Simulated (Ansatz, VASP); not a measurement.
PbS in VASP and in Ansatz

The input INCAR:

```
PREC = Accurate
ENCUT = 520
EDIFF = 1E-7
ISMEAR = 0
SIGMA = 0.02
LREAL = F
LASPH = T
NELM = 100
ALGO = Normal
ISIF = 2
LWAVE = F
LCHARG = F
GGA = PE
IVDW = 12
NBANDS = 17
```

KPOINTS

```
Automatic mesh
0
Gamma
  10 10 10
```

POSCAR

```
PbS
1.0
    0.0000000000      2.8441181687      2.8441181687
    2.8441181687      0.0000000000      2.8441181687
    2.8441181687      2.8441181687      0.0000000000
Pb S
1 1
Direct
    0.0000000000      0.0000000000      0.0000000000
    0.5000000000      0.5000000000      0.5000000000
```

Input for Ansatz:

```yaml
crystal:
  lattice:
    - [0.0, 2.8441181687, 2.8441181687]
    - [2.8441181687, 0.0, 2.8441181687]
    - [2.8441181687, 2.8441181687, 0.0]
  atoms:
    - { symbol: Pb, position: [0.0, 0.0, 0.0] }
    - { symbol: S, position: [0.5, 0.5, 0.5] }
basis:
  ecutwfc: 420
kpoints:
  mp_grid: { grid: [10, 10, 10] }
hamiltonian:
  xc: pbe
  dispersion: d3bj
scf:
  occupations: { method: gaussian, width: 0.02 }
output:
  forces: true
  stress: true
  eigenvalues: true
```

Alike in both runs: task single point; functional PBE; dispersion D3(BJ); k mesh 10 × 10 × 10; occupations gaussian, width 0.02 eV; no spin polarisation.

|  | VASP | Ansatz |
| --- | --- | --- |
| version | VASP 6.6.1 | Ansatz 0.2.0 |
| potentials or method | VASP PAW PBE potentials, release 64 (Pb_d, S), cutoff 520 eV | scalar-relativistic, plane waves, PAW |
| valence electrons in the cell | 20 | 20 |

```csv
,VASP,Ansatz,Ansatz less VASP
gap on the k mesh at the Fermi level (eV),0.19,0.20,+0.009
least direct gap on the mesh (eV),0.19,0.20,+0.009
pressure (GPa),9.4,9.4,+0.08
```

Neither program's run includes spin-orbit coupling.
